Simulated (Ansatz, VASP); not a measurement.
# Ga3Se: VASP beside Ansatz

```
CELL_PARAMETERS angstrom
-2.06340 2.06340 4.92263
2.06340 -2.06340 4.92263
2.06340 2.06340 -4.92263
ATOMIC_POSITIONS crystal
Ga 0.50000 0.50000 0.00000
Ga 0.25000 0.75000 0.50000
Ga 0.75000 0.25000 0.50000
Se 0.00000 0.00000 0.00000
```

Alike in both runs: functional PBE; k mesh 16 × 16 × 16; occupations gaussian, width 0.1 eV; no spin polarisation.

Ansatz relaxed the structure, and its values are those at the end. VASP's run is a single point on that final structure, the one shown.

|  | VASP | Ansatz |
| --- | --- | --- |
| version | VASP 6.6.1 | Ansatz 0.2.0 |
| potentials or method | VASP PAW PBE potentials, release 64 (Ga_d, Se), cutoff 520 eV | scalar-relativistic, plane waves, PAW |
| valence electrons in the cell | 45 | 55 |

|  | VASP | Ansatz | Ansatz less VASP |
| --- | --- | --- | --- |
| gap on the k mesh at the Fermi level (eV) | none | none | - |
| pressure (GPa) | 0.1 | 0.0 | -0.05 |

A gap of «none» marks a metal or a gap that the smearing closes. VASP's potentials hold 45 valence electrons a cell and Ansatz's 55, so a difference there can come from the potentials and not from the codes.
